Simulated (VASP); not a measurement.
# BN (P6_3/mmc) in VASP: single point with PBEsol

Aim: the single point of BN with PBEsol.

Program: VASP 6.6.1. These are calculated values, not measurements. Logs are shortened: lines on timing, memory, paths and dates and some standing lists are left out, and cuts for length are marked.

## Step 1: The cell of the first run

Symmetry: P6_3/mmc, No. 194, hexagonal system. The conventional cell has a = 2.504 Å, b = 2.504 Å, c = 6.661 Å, α = 90.00°, β = 90.00°, γ = 120.00°. B (site symmetry -6m2) has 3 N at 1.45 Å within 1.9 Å. N (site symmetry -6m2) has 3 B at 1.45 Å within 1.9 Å.

## Step 2: Single point, PBEsol

The input, INCAR:

```
SYSTEM = BN
PREC = Accurate
ENCUT = 520
EDIFF = 1E-7
ISMEAR = 0
SIGMA = 0.05
LREAL = .FALSE.
LASPH = .TRUE.
NELM = 100
ALGO = Normal
ISIF = 2
LWAVE = .FALSE.
LCHARG = .FALSE.
GGA = PS
NBANDS = 16
```

The input, KPOINTS:

```
regular mesh
0
G
  12 12 4
  0 0 0
```

The input, POSCAR:

```
BN
1.0
    2.5039917043      0.0000000000      0.0000000000
   -1.2519958522      2.1685204268      0.0000000000
    0.0000000000      0.0000000000      6.6612000000
B N
2 2
Direct
    0.3333333333      0.6666666667      0.2500000000
    0.6666666667      0.3333333333      0.7500000000
    0.3333333333      0.6666666667      0.7500000000
    0.6666666667      0.3333333333      0.2500000000
```

Potentials or basis: VASP PAW PBE potentials, release 64 (B, N).

Launch:

```sh
$ cat potpaw_PBE.64/B/POTCAR potpaw_PBE.64/N/POTCAR > POTCAR
$ mpirun -np 1 vasp_std > vasp.out
```

OUTCAR:

```text
SYSTEM = BN
   PREC = Accurate
   ENCUT = 520
   EDIFF = 1E-7
   ISMEAR = 0
   LREAL = .FALSE.
   LASPH = .TRUE.
   NELM = 100
   ISIF = 2
   GGA = PS

 ion  position               nearest neighbor table
   1  0.333  0.667  0.250-   4 1.45   4 1.45   4 1.45
   2  0.667  0.333  0.750-   3 1.45   3 1.45   3 1.45
   3  0.333  0.667  0.750-   2 1.45   2 1.45   2 1.45
   4  0.667  0.333  0.250-   1 1.45   1 1.45   1 1.45

  LATTYP: Found a hexagonal cell.
 ALAT       =     2.5039917043
 C/A-ratio  =     2.6602324555

  Lattice vectors:

 A1 = (   2.5039917043,   0.0000000000,   0.0000000000)
 A2 = (  -1.2519958522,   2.1685204268,   0.0000000000)
 A3 = (   0.0000000000,   0.0000000000,   6.6612000000)

Analysis of symmetry for initial positions (statically):
=====================================================================
 Subroutine PRICEL returns:
 Original cell was already a primitive cell.

 Routine SETGRP: Setting up the symmetry group for a
 hexagonal supercell.

 Subroutine GETGRP returns: Found 24 space group operations
 (whereof 12 operations were pure point group operations)
 out of a pool of 24 trial point group operations.

The static configuration has the point symmetry D_3d.
 The point group associated with its full space group is D_6h.

Analysis of symmetry for dynamics (positions and initial velocities):
=====================================================================
 Subroutine PRICEL returns:
 Original cell was already a primitive cell.

 Routine SETGRP: Setting up the symmetry group for a
 hexagonal supercell.

 Subroutine GETGRP returns: Found 24 space group operations
 (whereof 12 operations were pure point group operations)
 out of a pool of 24 trial point group operations.

The dynamic configuration has the point symmetry D_3d.
 The point group associated with its full space group is D_6h.

 Subroutine INISYM returns: Found 24 space group operations
 (whereof 12 operations are pure point group operations),
 and found     1 'primitive' translations

----------------------------------------------------------------------------------------

                                     Primitive cell

  volume of cell :      36.1700

  direct lattice vectors                    reciprocal lattice vectors
     2.503991704  0.000000000  0.000000000     0.399362345  0.230571958  0.000000000
    -1.251995852  2.168520427  0.000000000     0.000000000  0.461143915  0.000000000
     0.000000000  0.000000000  6.661200000     0.000000000  0.000000000  0.150123101

  length of vectors
     2.503991704  2.503991704  6.661200000     0.461143915  0.461143915  0.150123101

  position of ions in fractional coordinates (direct lattice)
     0.333333333  0.666666667  0.250000000
     0.666666667  0.333333333  0.750000000
     0.333333333  0.666666667  0.750000000
     0.666666667  0.333333333  0.250000000

  ion indices of the primitive-cell ions
   primitive index   ion index
                 1           1
                 2           2
                 3           3
                 4           4

----------------------------------------------------------------------------------------

 KPOINTS: regular mesh

Automatic generation of k-mesh.
 Grid dimensions read from file:
 generate k-points for:   12   12    4

 Generating k-lattice:

  Cartesian coordinates                     Fractional coordinates (reciprocal lattice)
     0.033280195  0.019214330  0.000000000     0.083333333 -0.000000000  0.000000000
     0.000000000  0.038428660  0.000000000     0.000000000  0.083333333  0.000000000
     0.000000000  0.000000000  0.037530775     0.000000000  0.000000000  0.250000000

  Length of vectors
     0.038428660  0.038428660  0.037530775

  Shift w.r.t. Gamma in fractional coordinates (k-lattice)
     0.000000000  0.000000000  0.000000000

 Subroutine IBZKPT returns following result:
 ===========================================

 Found     57 irreducible k-points:

 Following reciprocal coordinates:
            Coordinates               Weight
  0.000000  0.000000  0.000000      1.000000
  0.083333  0.000000  0.000000      6.000000
  0.166667  0.000000  0.000000      6.000000
  0.250000  0.000000  0.000000      6.000000
  0.333333  0.000000  0.000000      6.000000
  0.416667  0.000000  0.000000      6.000000
[... 16 lines left out ...]
  0.250000  0.000000  0.250000     12.000000
  0.333333  0.000000  0.250000     12.000000
 [... further k-points ...]
   k-points           NKPTS =     57   k-points in BZ     NKDIM =     57   number of bands    NBANDS=     16
   number of dos      NEDOS =    301   number of ions     NIONS =      4
   total plane-waves  NPLWV =  20000
   dimension x,y,z NGX =    20 NGY =   20 NGZ =   50
   dimension x,y,z NGXF=    40 NGYF=   40 NGZF=  100
   ions per type =               2   2
   NGX,Y,Z   is equivalent  to a cutoff of  13.28, 13.28, 12.48 a.u.
   NGXF,Y,Z  is equivalent  to a cutoff of  26.56, 26.56, 24.96 a.u.
 SYSTEM =  BN
   PREC   = accura    normal or accurate (medium, high low for compatibility)
   ISTART =      0    job   : 0-new  1-cont  2-samecut
   ICHARG =      2    charge: 1-file 2-atom 10-const
   ISPIN  =      1    spin polarized calculation?
   LNONCOLLINEAR =      F non collinear calculations
   LSORBIT =      F    spin-orbit coupling
   LASPH  =      T    aspherical Exc in radial PAW
   ENCUT  =  520.0 eV  38.22 Ry    6.18 a.u.   4.66  4.66 12.39*2*pi/ulx,y,z
   NELM   =    100;   NELMIN=  2; NELMDL= -5     # of ELM steps
   EDIFF  = 0.1E-06   stopping-criterion for ELM
   LREAL  =      F    real-space projection
   EDIFFG = 0.1E-05   stopping-criterion for IOM
   NSW    =      0    number of steps for IOM
   IBRION =     -1    ionic relax: 0-MD 1-quasi-New 2-CG
   NFREE  =      0    steps in history (QN), initial steepest desc. (CG)
   ISIF   =      2    stress and relaxation
   ISYM   =      2    0-nonsym 1-usesym 2-fastsym
   POTIM  = 0.5000    time-step for ionic-motion
   TEBEG  =    0.0;   TEEND  =   0.0 temperature during run
   PSTRESS=    0.0 pullay stress
   NELECT =      16.0000    total number of electrons
   NUPDOWN=      -1.0000    fix difference up-down
   EMIN   =  10.00;   EMAX   =-10.00  energy-range for DOS
   EFERMI =   0.00;   METHOD = LEGACY
   ISMEAR =     0;   SIGMA  =   0.05  broadening in eV -4-tet -1-fermi 0-gaus
   EFERMI_NEDOS =   21; number of points for ismear=-14 and -15
   IALGO  =     38    algorithm
   IMIX   =      4    mixing-type and parameters
     AMIX     =   0.40;   BMIX     =  1.00
     AMIX_MAG =   1.60;   BMIX_MAG =  1.00
  volume/ion in A,a.u.               =       9.04        61.02
  Fermi-wavevector in a.u.,A,eV,Ry     =   1.247379  2.357205 21.170055  1.555955
  Thomas-Fermi vector in A             =   2.381514
   LORBIT       =      0    0 simple, 1 ext, 2 COOP (PROOUT), +10 PAW based schemes
   GGA     = PS    functional components
   LHFCALC =     F    Hartree Fock is set to
   AEXX    =    0.0000 exact exchange contribution
   IVDW    =     0    specifies the selected vdW correction
   LEPSILON=     F    determine dielectric tensor
   LRPA    =     F    only Hartree local field effects (RPA)
 non-spin polarized calculation
 Gauss-broadening in eV      SIGMA  =   0.05
  energy-cutoff  :      520.00
  volume of cell :       36.17
 maximum number of plane-waves:       992
 NGX is ok and might be reduce to    20
   NGX =  9   NGY =  9   NGZ = 25

 number of electron      15.9999998 magnetization

 Free energy of the ion-electron system (eV)
  ---------------------------------------------------
  ext. energy  EPLUGINS =         0.00000000
  ---------------------------------------------------
  free energy    TOTEN  =       -36.56596376 eV

  energy without entropy =      -36.56596376  energy(sigma->0) =      -36.56596376

 E-fermi :   2.4116     XC(G=0): -10.2822

 val. band max:        2.1631887727   @ k =   0.3333   0.3333   0.5000
 cond. band min:       6.3373744188   @ k =   0.5000   0.0000   0.0000
 fundamental gap:      4.1741856461
 Fermi energy:         2.4116496548

 k-point     1 :       0.0000    0.0000    0.0000
  band No.  band energies     occupation
      1     -15.5931      2.00000
      2     -15.2963      2.00000
      3      -4.1151      2.00000
      4      -1.9674      2.00000
      5       0.8580      2.00000
      6       0.8580      2.00000
[... 8 lines left out ...]
     15      14.3665      0.00000
     16      15.1586      0.00000

 k-point     2 :       0.0833    0.0000    0.0000
  band No.  band energies     occupation
      1     -15.4565      2.00000
      2     -15.1644      2.00000
      3      -3.9275      2.00000
      4      -1.7990      2.00000
      5       0.2985      2.00000
      6       0.3300      2.00000
[... 8 lines left out ...]
     15      14.6528      0.00000
     16      14.8548      0.00000

 k-point     3 :       0.1667    0.0000    0.0000
  band No.  band energies     occupation
      1     -15.0539      2.00000
      2     -14.7760      2.00000
      3      -3.3713      2.00000
      4      -1.3037      2.00000
      5      -1.1218      2.00000
      6      -1.0832      2.00000
[... 8 lines left out ...]
     15      15.9677      0.00000
     16      15.9997      0.00000

 k-point     4 :       0.2500    0.0000    0.0000
  band No.  band energies     occupation
      1     -14.4114      2.00000
      2     -14.1584      2.00000
      3      -2.9272      2.00000
      4      -2.8669      2.00000
      5      -2.4710      2.00000
      6      -0.7810      2.00000
[... 8 lines left out ...]
     15      17.2888      0.00000
     16      18.1626      0.00000
[... 324 lines left out ...]
 k-point    22 :       0.1667    0.0000    0.2500
  band No.  band energies     occupation
      1     -15.0153      2.00000
      2     -14.8189      2.00000
      3      -3.1221      2.00000
      4      -1.6956      2.00000
      5      -1.1098      2.00000
      6      -1.0666      2.00000
[... 8 lines left out ...]
     15      15.9005      0.00000
     16      15.9820      0.00000

 k-point    23 :       0.2500    0.0000    0.2500
  band No.  band energies     occupation
      1     -14.3760      2.00000
      2     -14.1973      2.00000
      3      -2.9347      2.00000
      4      -2.8830      2.00000
      5      -2.2107      2.00000
      6      -0.8549      2.00000
[... 8 lines left out ...]
     15      18.1781      0.00000
     16      18.2591      0.00000

 k-point    24 :       0.3333    0.0000    0.2500
  band No.  band energies     occupation
      1     -13.5646      2.00000
      2     -13.4142      2.00000
      3      -4.7189      2.00000
      4      -4.6610      2.00000
      5      -1.4044      2.00000
      6      -1.3613      2.00000
[... 8 lines left out ...]
     15      18.8111      0.00000
     16      20.7136      0.00000

 [... further k-points ...]
[... 5 lines left out ...]
  --------------------------------------------------------------------------------------
  -------------------------------------------------------------------------------------
  Total        0.1709134      0.1709134      0.1590086     -0.0000000     -0.0000000     -0.0000000
  in kB        7.5707302      7.5707302      7.0433986     -0.0000000     -0.0000000     -0.0000000
  external PRESSURE =       7.3949530 kB  Pullay stress =       0.0000000 kB

 VOLUME and BASIS-vectors are now :
 -----------------------------------------------------------------------------
  energy-cutoff  :      520.00
  volume of cell :       36.17
      direct lattice vectors                 reciprocal lattice vectors
     2.503991704  0.000000000  0.000000000     0.399362345  0.230571958  0.000000000
    -1.251995852  2.168520427  0.000000000     0.000000000  0.461143915  0.000000000
     0.000000000  0.000000000  6.661200000     0.000000000  0.000000000  0.150123101

 POSITION                                       TOTAL-FORCE (eV/Angst)
 -----------------------------------------------------------------------------------
     -0.00000      1.44568      1.66530        -0.000000      0.000000      0.000000
      1.25200      0.72284      4.99590        -0.000000     -0.000000      0.000000
     -0.00000      1.44568      4.99590        -0.000000      0.000000      0.000000
      1.25200      0.72284      1.66530         0.000000     -0.000000      0.000000
 -----------------------------------------------------------------------------------
    total drift:                               -0.000000      0.000000      0.000000

  FREE ENERGIE OF THE ION-ELECTRON SYSTEM (eV)
  ---------------------------------------------------
  free  energy   TOTEN  =       -36.5659637553 eV

  energy  without entropy=      -36.5659637553  energy(sigma->0) =      -36.56596376
```

Run time: 34 s. Hardware: 1 thread of Intel Xeon 8259CL, shared host; peak memory 0.16 GiB.

What came out:

```
Free energy            : -36.5660 eV
Pressure               : 0.7 GPa
Band gap on the k mesh : 4.17 eV, indirect (least direct gap 4.58 eV)
```

Levels at points of the mesh, in eV from the valence-band top:
```tsv
k point	band 5	band 6	band 7	band 8	band 9	band 10	band 11	band 12
(0.00, 0.00, 0.00)	-1.31	-1.31	-1.27	-1.27	5.04	10.14	11.51	11.51
(0.50, 0.00, 0.00)	-4.13	-4.07	-1.46	-0.44	4.17	5.58	9.45	9.89
(0.00, 0.00, 0.50)	-1.29	-1.29	-1.29	-1.29	7.42	7.42	11.57	11.57
(0.50, 0.00, 0.50)	-4.10	-4.10	-0.93	-0.93	4.65	4.65	9.85	9.85
```

Caveat: the PAW data sets were made with another functional, which shifts forces and pressure a little; this functional lacks dispersion, which binds the layers, so the pressure and a relaxed spacing across them are unreliable. Expect the measured gap to be larger: semilocal functionals such as PBEsol lack the derivative discontinuity.
